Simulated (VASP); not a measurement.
# V (Im-3m) in VASP: a series of runs, part 2 of 2

VASP 6.6.1. The steps go on from the part before.

## (4) Single point, PBE

Contents of POSCAR:

```
V
1.0
   -1.4983851310      1.4983851310      1.4983851310
    1.4983851310     -1.4983851310      1.4983851310
    1.4983851310      1.4983851310     -1.4983851310
V
1
Direct
    0.0000000000      0.0000000000      0.0000000000
```

Contents of INCAR.step1:

```
  PREC = Accurate
  ENCUT = 520
  EDIFF = 1E-6
  ISMEAR = 0
  SIGMA = 0.05
  LREAL = F
  LASPH = T
  NELM = 80
  ALGO = Normal
  ISIF = 2
  LWAVE = F
  LCHARG = T
  LMAXMIX = 4
  GGA = PE
  NBANDS = 12
```

Contents of KPOINTS.step1:

```
regular mesh
0
Gamma
  20 20 20
```

Contents of INCAR.step2:

```
  PREC = Accurate
  ENCUT = 520
  EDIFF = 1E-6
  ISMEAR = -5
  SIGMA = 0.05
  LREAL = F
  LASPH = T
  NELM = 80
  ALGO = Normal
  ISIF = 2
  LWAVE = F
  LCHARG = F
  LMAXMIX = 4
  GGA = PE
  LORBIT = 11
  NEDOS = 2001
  ICHARG = 11
```

Contents of KPOINTS.step2:

```
regular mesh
0
Gamma
  30 30 30
```

Potentials or basis: VASP PAW PBE potentials, release 64 (V_sv).

On the command line:

```
cat potpaw_PBE.64/V_sv/POTCAR > POTCAR
cp INCAR.step1 INCAR
cp KPOINTS.step1 KPOINTS
mpirun -np 1 vasp_std > vasp.out
cp INCAR.step2 INCAR
cp KPOINTS.step2 KPOINTS
mpirun -np 1 vasp_std > vasp.out
```

OUTCAR:

```text
PREC = Accurate
   ENCUT = 520
   EDIFF = 1E-6
   ISMEAR = -5
   LREAL = F
   LASPH = T
   NELM = 80
   ISIF = 2
   GGA = PE
   LORBIT = 11
   ICHARG = 11

 ion  position               nearest neighbor table
   1  0.000  0.000  0.000-

  LATTYP: Found a body centered cubic cell.
 ALAT       =     2.9967702620

  Lattice vectors:

 A1 = (  -1.4983851310,   1.4983851310,   1.4983851310)
 A2 = (   1.4983851310,  -1.4983851310,   1.4983851310)
 A3 = (   1.4983851310,   1.4983851310,  -1.4983851310)

Analysis of symmetry for initial positions (statically):
=====================================================================
 Subroutine PRICEL returns:
 Original cell was already a primitive cell.

 Routine SETGRP: Setting up the symmetry group for a
 body centered cubic supercell.

 Subroutine GETGRP returns: Found 48 space group operations
 (whereof 48 operations were pure point group operations)
 out of a pool of 48 trial point group operations.

The static configuration has the point symmetry O_h .

Analysis of symmetry for dynamics (positions and initial velocities):
=====================================================================
 Subroutine PRICEL returns:
 Original cell was already a primitive cell.

 Routine SETGRP: Setting up the symmetry group for a
 body centered cubic supercell.

 Subroutine GETGRP returns: Found 48 space group operations
 (whereof 48 operations were pure point group operations)
 out of a pool of 48 trial point group operations.

The dynamic configuration has the point symmetry O_h .

 Subroutine INISYM returns: Found 48 space group operations
 (whereof 48 operations are pure point group operations),
 and found     1 'primitive' translations

----------------------------------------------------------------------------------------

                                     Primitive cell

[... 110 lines left out ...]
     AMIX_MAG =   1.60;   BMIX_MAG =  1.00
  volume/ion in A,a.u.               =      13.46        90.81
  Fermi-wavevector in a.u.,A,eV,Ry     =   1.618375  3.058285 35.635531  2.619138
  Thomas-Fermi vector in A             =   2.712648
   LORBIT       =     11    0 simple, 1 ext, 2 COOP (PROOUT), +10 PAW based schemes
   GGA     = PE    functional components
   LHFCALC =     F    Hartree Fock is set to
   AEXX    =    0.0000 exact exchange contribution
   IVDW    =     0    specifies the selected vdW correction
   LEPSILON=     F    determine dielectric tensor
   LRPA    =     F    only Hartree local field effects (RPA)
 non-spin polarized calculation
 Fermi weights with tetrahedron method with Bloechl corrections
  energy-cutoff  :      520.00
  volume of cell :       13.46
 maximum number of plane-waves:       374

 number of electron      12.9999990 magnetization

 Free energy of the ion-electron system (eV)
  ---------------------------------------------------
  ext. energy  EPLUGINS =         0.00000000
  ---------------------------------------------------
  free energy    TOTEN  =        -8.99169509 eV

  energy without entropy =       -8.99169509  energy(sigma->0) =       -8.99169509

 E-fermi :   9.7110     XC(G=0): -12.9106

 val. band max:        9.7180859534   @ k =  -0.3667   0.4333   0.0667
 cond. band min:       9.7142440164   @ k =  -0.2667   0.2667   0.1333
 fundamental gap:     -0.0038419370
 Fermi energy:         9.7109504102

 k-point     1 :       0.0000    0.0000    0.0000
  band No.  band energies     occupation
      1     -54.0045      2.00000
      2     -27.3034      2.00000
      3     -27.3034      2.00000
      4     -27.3034      2.00000
      5       3.1305      2.00000
      6      10.1280      0.00000
      7      10.1280      0.00000
      8      10.1280      0.00000
      9      12.1395      0.00000
     10      12.1395      0.00000
[... 287 lines left out ...]
 k-point    24 :       0.2667    0.0333    0.0000
  band No.  band energies     occupation
      1     -53.8844      2.00000
      2     -27.8588      2.00000
      3     -27.4755      2.00000
      4     -27.3114      2.00000
      5       5.7303      2.00000
      6       9.1480      2.00000
      7       9.6388      2.02569
      8      11.8452      0.00000
      9      12.1702      0.00000
     10      12.3140      0.00000

 [... further k-points ...]
[... 5 lines left out ...]
  --------------------------------------------------------------------------------------
  -------------------------------------------------------------------------------------
  Total        0.0310409      0.0310409      0.0310409      0.0000000     -0.0000000     -0.0000000
  in kB        3.6958467      3.6958467      3.6958467      0.0000000     -0.0000000     -0.0000000
  external PRESSURE =       3.6958467 kB  Pullay stress =       0.0000000 kB

 VOLUME and BASIS-vectors are now :
 -----------------------------------------------------------------------------
  energy-cutoff  :      520.00
  volume of cell :       13.46
      direct lattice vectors                 reciprocal lattice vectors
    -1.498385131  1.498385131  1.498385131     0.000000000  0.333692580  0.333692580
     1.498385131 -1.498385131  1.498385131     0.333692580  0.000000000  0.333692580
     1.498385131  1.498385131 -1.498385131     0.333692580  0.333692580  0.000000000

 POSITION                                       TOTAL-FORCE (eV/Angst)
 -----------------------------------------------------------------------------------
      0.00000      0.00000      0.00000         0.000000     -0.000000     -0.000000
 -----------------------------------------------------------------------------------
    total drift:                               -0.000000     -0.000000      0.000000

  FREE ENERGIE OF THE ION-ELECTRON SYSTEM (eV)
  ---------------------------------------------------
  free  energy   TOTEN  =        -8.9916950873 eV

  energy  without entropy=       -8.9916950873  energy(sigma->0) =       -8.99169509

 total charge

# of ion       s       p       d       tot
------------------------------------------
    1        2.342   6.222   3.089  11.653
```

OUTCAR.step1:

```text
PREC = Accurate
   ENCUT = 520
   EDIFF = 1E-6
   ISMEAR = 0
   LREAL = F
   LASPH = T
[... 575 lines left out ...]

 POSITION                                       TOTAL-FORCE (eV/Angst)
 -----------------------------------------------------------------------------------
      0.00000      0.00000      0.00000        -0.000000     -0.000000      0.000000
 -----------------------------------------------------------------------------------
    total drift:                                0.000000      0.000000      0.000000

  FREE ENERGIE OF THE ION-ELECTRON SYSTEM (eV)
  ---------------------------------------------------
  free  energy   TOTEN  =        -8.9933335580 eV

  energy  without entropy=       -8.9908131247  energy(sigma->0) =       -8.99207334
```

It took 2.3 min on 1 thread of Intel Xeon 8259CL, shared host; peak memory 0.27 GiB.

What came out:

```
Valence electrons inside the program's atomic spheres : V 11.65
```

Caveat: tetrahedron occupations give inexact forces and stress in metals.

## (5) The runs side by side

```csv
task,cell,k mesh for the DOS,occupations for the DOS,gap on the mesh (eV),pressure (GPa)
electric field gradients,"a = 2.595 Å, angles 109.5°, 1 atom",-,-,none,0.2
electric field gradients,"a = 2.623 Å, angles 109.5°, 1 atom",-,-,none,-5.3
single point,"a = 2.595 Å, angles 109.5°, 1 atom",30 × 30 × 30,tetrahedron,-,-
```

Alike in all rows: level PBE; potentials or basis VASP PAW PBE potentials, release 64 (V_sv); no spin polarisation; k mesh 20 × 20 × 20; cutoff (eV) 520; smearing gaussian 0.05 eV.

Caveats: the cell stands under tension (at least some runs); tetrahedron occupations give inexact forces and stress in metals (at least some runs).

Total energies depend on the potentials used, so only differences within one code and one set of settings carry meaning.
